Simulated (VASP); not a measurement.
Write the native input for VASP 6.6.1 that does the following.

```
Task                   : single point
Functional             : PBE
Dispersion             : D3(BJ)
Potentials or basis    : VASP PAW PBE potentials, release 64 (Ti_sv, Te)
Cutoff                 : 520 eV
k mesh                 : 8 × 8 × 4
Occupations            : gaussian, width 0.05 eV
Spin                   : no spin polarisation
Dipole correction      : no
Further INCAR settings : ALGO = Normal; EDIFF = 1e-06; NBANDS = 19
```

The structure of TiTe2 lies in POSCAR:

```
TiTe2
1.0
    3.6826160999      0.0000000000      0.0000000000
   -1.8413080499      3.1892390949      0.0000000000
    0.0000000000      0.0000000000      6.2973219856
Ti Te
1 2
Direct
    0.0000000000      0.0000000000      0.0000000000
    0.3333333333      0.6666666667      0.2743011113
    0.6666666667      0.3333333333      0.7256988887
```

This cell differs from its parent crystal: volume scaled by 0.98.

These files were run (other wordings do the same):

INCAR

```
ALGO = Normal
EDIFF = 1E-6
ENCUT = 520
GGA = PE
ISIF = 2
ISMEAR = 0
IVDW = 12
LASPH = True
LCHARG = True
LELF = True
LREAL = False
LVHAR = True
LWAVE = False
NBANDS = 19
NELM = 80
PREC = Accurate
SIGMA = 0.05
```

KPOINTS

```
k-points
0
Gamma
  8 8 4
```

Potentials or basis: VASP PAW PBE potentials, release 64 (Ti_sv, Te).

Launch:

```sh
$ cat potpaw_PBE.64/Ti_sv/POTCAR potpaw_PBE.64/Te/POTCAR > POTCAR
$ mpirun -np 1 vasp_std > vasp.out
```

Results of the run:

- Pressure: 0.8 GPa
- Largest force: 0.012 eV/Å
- Band gap on the k mesh: zero (band 12 reaches 8.32 eV, above the bottom of band 13 at 7.45 eV)
- Dispersion energy per atom: -0.534 eV

Caveat: spin-orbit coupling is left out, which moves the levels of the heavy elements; pairwise dispersion overbinds metals, which lowers pressure and volume.

Run time: 31 s on 1 thread of AMD EPYC 9R45 96-Core Processor (Zen 5), on a shared host, peak memory 0.19 GiB.
